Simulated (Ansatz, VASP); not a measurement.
## Zr: VASP beside Ansatz

INCAR

```
SYSTEM = Zr
ALGO = Fast
EDIFF = 1E-6
ENCUT = 520
GGA = PE
ISIF = 2
ISMEAR = 0
LASPH = .True.
LCHARG = .True.
LELF = .True.
LREAL = .False.
LVHAR = .True.
LWAVE = .False.
NBANDS = 19
NELM = 80
PREC = Accurate
SIGMA = 0.15
```

The input KPOINTS:

```
k-points
0
Gamma
  18 18 10
  0 0 0
```

POSCAR

```
Zr
1.0
    3.3289581692      0.0000000000      0.0000000000
   -1.6644790846      2.8829623427      0.0000000000
    0.0000000000      0.0000000000      5.3014100000
Zr
2
Direct
    0.3333333333      0.6666666667      0.2500000000
    0.6666666667      0.3333333333      0.7500000000
```

Input for Ansatz:

```yaml
crystal:
  lattice:
    - [3.3289581692, 0.0, 0.0]
    - [-1.6644790846, 2.8829623427, 0.0]
    - [0.0, 0.0, 5.30141]
  atoms:
    - { symbol: Zr, position: [0.3333333333, 0.6666666667, 0.25] }
    - { symbol: Zr, position: [0.6666666667, 0.3333333333, 0.75] }
basis:
  ecutwfc: 420
kpoints:
  mp_grid: { grid: [18, 18, 10] }
hamiltonian:
  xc: pbe
scf:
  occupations: { method: gaussian, width: 0.15 }
output:
  forces: true
  stress: true
  eigenvalues: true
```

Change from the starting cell: strain +0.030 along x and y, +0.030 along z, atoms carried along.

Alike in both runs: task single point; functional PBE; k mesh 18 × 18 × 10; occupations gaussian, width 0.15 eV; no spin polarisation.

|  | VASP | Ansatz |
| --- | --- | --- |
| version | VASP 6.6.1 | Ansatz 0.2.0 |
| potentials or method | VASP PAW PBE potentials, release 64 (Zr_sv), cutoff 520 eV | scalar-relativistic, plane waves, PAW |
| valence electrons in the cell | 24 | 24 |

|  | VASP | Ansatz | Ansatz less VASP |
| --- | --- | --- | --- |
| gap on the k mesh at the Fermi level (eV) | none | none | - |
| pressure (GPa) | -6.8 | -6.8 | 0.00 |

A gap of «none» marks a metal or a gap that the smearing closes.
